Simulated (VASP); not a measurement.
PbO:

```xyz
2
Lattice="3.1794 0.0000 0.0000 0.0000 3.1794 0.0000 0.0000 0.0000 3.1794" Properties=species:S:1:pos:R:3 pbc="T T T"
Pb    0.0000    0.0000    0.0000
O     1.5897    1.5897    1.5897
```

Base run:

| Quantity | Value |
| --- | --- |
| Program | VASP 6.6.1 |
| Functional | PBEsol |
| Potentials or basis | VASP PAW PBE potentials, release 64 (Pb_d, O) |
| Cutoff | 600 eV |
| k mesh | 6 × 6 × 6 |
| Occupations | fermi-dirac, width 0.001 eV |
| Spin | no spin polarisation |

Its results: band gap on the k mesh 0.65 eV, indirect (least direct gap 0.83 eV); pressure -2.2 GPa.

Question: The run is repeated on the same cell with these changes: k mesh from 6 × 6 × 6 to 3 × 3 × 3; occupations from fermi-dirac, width 0.001 eV to gaussian, width 0.01 eV. What comes out?

Answer: Band gap on the k mesh 3.41 eV, indirect (least direct gap 3.57 eV); pressure -2.5 GPa.

Caveats: some runs use coarse meshes; the PAW data sets were made with another functional, which shifts forces and pressure a little; spin-orbit coupling is left out, which moves the levels of the heavy elements.

A k mesh can miss the band edges.
